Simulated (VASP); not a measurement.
Lu, 2 atoms in the cell. The structure is cubic, space group Fd-3m (No. 227). Conventional cell: a = 7.400 Å, b = 7.400 Å, c = 7.400 Å, α = 90.00°, β = 90.00°, γ = 90.00°. Within 4.2 Å of Lu (site symmetry -43m) lie 4 Lu at 3.20 Å. 

* Program: VASP 6.6.1
* Task: single point
* Functional: r2SCAN
* Potentials or basis: VASP PAW PBE potentials, release 64 (Lu)
* Cutoff: 520 eV
* k mesh: 5 × 5 × 5
* Occupations: methfessel-paxton, width 0.1 eV
* Spin: no spin polarisation
* Dipole correction: no
* Further INCAR settings: ALGO = Normal; EDIFF = 1e-06; NBANDS = 32

Potentials or basis: VASP PAW PBE potentials, release 64 (Lu).

The run is started by

```bash
$ cat potpaw_PBE.64/Lu/POTCAR > POTCAR
$ cp INCAR.step1 INCAR
$ mpirun -np 1 vasp_std > vasp.out
$ cp INCAR.step2 INCAR
$ mpirun -np 1 vasp_std > vasp.out
```

Hardware: 1 thread of AMD EPYC 9R45 96-Core Processor (Zen 5), on a shared host.

**Question.** How long does it take, and how much memory?

**Answer.** It took 110 s on 1 thread of AMD EPYC 9R45 96-Core Processor (Zen 5), with other jobs on the host, peak memory 0.24 GiB. Counts: k points 10.
